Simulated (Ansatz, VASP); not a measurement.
**CoO in VASP and in Ansatz**

```
Co O
1.0
     0.00000    2.13150    2.13150
     2.13150    0.00000    2.13150
     2.13150    2.13150    0.00000
Co O
1 1
Direct
  0.00000 0.00000 0.00000
  0.50000 0.50000 0.50000
```

Change from the starting cell: parallel moments scaled by 0.1, free total moment.

Alike in both runs: task single point; functional PBE; k mesh 9 × 9 × 9; occupations fermi-dirac, width 0.02 eV; collinear spin; Hubbard terms Co d U = 4.8 eV.

```csv
,VASP,Ansatz
version,VASP 6.6.1,Ansatz 0.2.0
potentials or method,"VASP PAW PBE potentials, release 64 (Co, O), cutoff 520 eV","PAW, plane waves, scalar-relativistic"
valence electrons in the cell,15,23
```

|  | VASP | Ansatz | Ansatz less VASP |
| --- | --- | --- | --- |
| pressure (GPa) | -2.3 | -8.3 | -6.03 |
| net moment per atom (μB) | 1.50 | 0.50 | -1.001 |
| size of the moment on the site where the two differ most (μB) | 2.77 | 1.19 | -1.580 |

The net moments are unlike, so the other rows may belong to different states. Site moments also hang on the region over which each program counts them. The programs project onto different local orbitals, so the same U acts differently, and such runs can settle in different states. VASP's potentials hold 15 valence electrons a cell and Ansatz's 23, so a difference there can come from the potentials and not from the codes. Ansatz's warnings: filled band counts differ across k points.
